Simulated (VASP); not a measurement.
A run of VASP 6.6.1 is set up as follows.

INCAR

```
PREC = Accurate
ENCUT = 600
EDIFF = 1E-6
ISMEAR = 0
SIGMA = 0.1
LREAL = F
LASPH = T
NELM = 60
ALGO = Normal
ISIF = 3
LWAVE = F
LCHARG = F
GGA = PE
IBRION = 2
NSW = 90
EDIFFG = -0.04
```

Contents of KPOINTS:

```
regular mesh
0
Gamma
  6 6 4
```

Contents of POSCAR:

```
Y3NbO2
1.0
    4.6311115800      0.0000000000      0.0000000000
   -2.3155557900      4.0106602800      0.0000000000
    0.0000000000      0.0000000000      6.3387615800
Y Nb O
3 1 2
Direct
    0.3333333300      0.6666666700      0.8376676400
    0.6666666700      0.3333333300      0.1623323600
    0.0000000000      0.0000000000      0.5000000000
    0.0000000000      0.0000000000      0.0000000000
    0.0000000000      0.0000000000      0.7495528500
    0.0000000000      0.0000000000      0.2504471500
```

Potentials or basis: VASP PAW PBE potentials, release 64 (Y_sv, Nb_sv, O).

Run with:

```console
$ cat potpaw_PBE.64/Y_sv/POTCAR potpaw_PBE.64/Nb_sv/POTCAR potpaw_PBE.64/O/POTCAR > POTCAR
$ mpirun -np 1 vasp_std > vasp.out
```

Predict the relaxed volume.

20.21 Å³/atom.

Estimate the space group after relaxing (to 0.1 Å).

P-3m1 (No. 164).

Predict the relaxed cell.

a = 3.944 Å, b = 3.944 Å, c = 9.001 Å, α = 90.00°, β = 90.00°, γ = 120.00°.

What does it give for the band gap on the k mesh?

Zero (bands 29 and 30 overlap by 1.30 eV).

Forces in eV/Å, atoms in the order of the input:
```
Y    0.000  0.000  0.025
Y    0.000  0.000 -0.025
Y    0.000  0.000  0.000
Nb   0.000  0.000  0.000
O    0.000  0.000 -0.006
O    0.000  0.000  0.006
```

Caveat: a cell axis changed by over 15 % at a fixed basis, so the end point is rough.
